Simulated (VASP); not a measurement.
## LiZn3: relaxation of cell and atoms with LDA

LiZn3:

```
CELL_PARAMETERS angstrom
0.00000 3.01111 3.01111
3.01111 0.00000 3.01111
3.01111 3.01111 0.00000
ATOMIC_POSITIONS crystal
Li 0.00000 0.00000 0.00000
Zn 0.25000 0.25000 0.25000
Zn 0.75000 0.75000 0.75000
Zn 0.50000 0.50000 0.50000
```

- Program: VASP 6.6.1
- Task: relaxation of cell and atoms
- Functional: LDA
- Potentials or basis: VASP PAW LDA potentials, release 64 (Li_sv, Zn)
- Cutoff: 600 eV
- k mesh: 6 × 6 × 6
- Occupations: methfessel-paxton, width 0.15 eV
- Spin: no spin polarisation
- Target pressure: -2 GPa
- Dipole correction: no
- Further INCAR settings: ALGO = Normal; EDIFF = 1e-06; IBRION = 2; EDIFFG = -0.05; NSW = 80; ISIF = 3

```
Relaxed volume                                             : 13.23 Å³/atom
Relaxed cell                                               : a = 4.215 Å, b = 4.215 Å, c = 4.215 Å, α = 60.00°, β = 60.00°, γ = 60.00°
Space group after relaxing (to 0.1 Å)                      : Fm-3m (No. 225)
Energy change on relaxing (the run minimises the enthalpy) : -8.9 meV/atom
Ionic steps                                                : 2
Pressure after relaxing                                    : -2.3 GPa
Band gap on the k mesh                                     : zero (an odd number of electrons rules out a gap without spin polarisation)
```

The path:
| step | energy change (eV) | largest force (eV/Å) | pressure (GPa) | volume (Å³) |
| --- | --- | --- | --- | --- |
| 1 | 0.0000 | 0.0000 | -4.50 | 54.60 |
| 2 | -0.0357 | 0.0000 | -2.30 | 52.94 |

Final structure:
```
Li Zn
1.0
     0.00000    2.98020    2.98020
     2.98020    0.00000    2.98020
     2.98020    2.98020    0.00000
Li Zn
1 3
Direct
  0.00000 0.00000 0.00000
  0.25000 0.25000 0.25000
  0.75000 0.75000 0.75000
  0.50000 0.50000 0.50000
```

Levels at points of the mesh, in eV from the Fermi level:
```csv
k point,band 16,band 17,band 18,band 19,band 20,band 21,band 22,band 23
"(0.00, 0.00, 0.00)",-7.06,-7.06,2.81,2.81,2.81,3.43,3.62,3.62
"(0.50, 0.00, 0.00)",-7.00,-6.12,-5.88,1.47,1.47,2.43,2.43,2.61
"(0.50, 0.50, 0.00)",-6.94,-5.31,-4.88,-2.03,-2.03,-0.45,2.90,10.44
```

Wall time 2.2 min on 1 thread of AMD EPYC 7R13 (shared host), peak memory 0.15 GiB.

Caveat: the cutoff is under 1.25 times the usual one of these potentials, so pressure, stress and relaxed cells hold a basis-set (Pulay) error; the cell is relaxed towards a set pressure, so the run minimises the enthalpy, not the energy.
